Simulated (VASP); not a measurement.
A run of VASP 6.6.1 is set up as follows.

Contents of INCAR:

```
SYSTEM = W
ALGO = Normal ; EDIFF = 1E-6
ENCUT = 500 ; GGA = PE
GGA_COMPAT = .False. ; ISIF = 2
ISMEAR = 1 ; LASPH = .True.
LCHARG = .False. ; LREAL = .False.
LWAVE = .False. ; NBANDS = 13
NELM = 120 ; PREC = Accurate
SIGMA = 0.3
```

File KPOINTS:

```
k-points
0
Gamma
  9 9 9
  0 0 0
```

POSCAR

```
W
1.0
   -1.5823450000      1.5823450000      1.5823450000
    1.5823450000     -1.5823450000      1.5823450000
    1.5823450000      1.5823450000     -1.5823450000
W
1
Direct
    0.0000000000      0.0000000000      0.0000000000
```

Potentials or basis: VASP PAW PBE potentials, release 64 (W_sv).

The run is started by

```console
$ cat potpaw_PBE.64/W_sv/POTCAR > POTCAR
$ mpirun -np 1 vasp_std > vasp.out
```

(1) Estimate the pressure.

(2) Predict the band gap on the k mesh.

Results:

(1) 6.0 GPa.

(2) zero (band 7 reaches 15.46 eV, above the bottom of band 8 at 10.22 eV).

Caveat: spin-orbit coupling is left out, which moves the levels of the heavy elements.
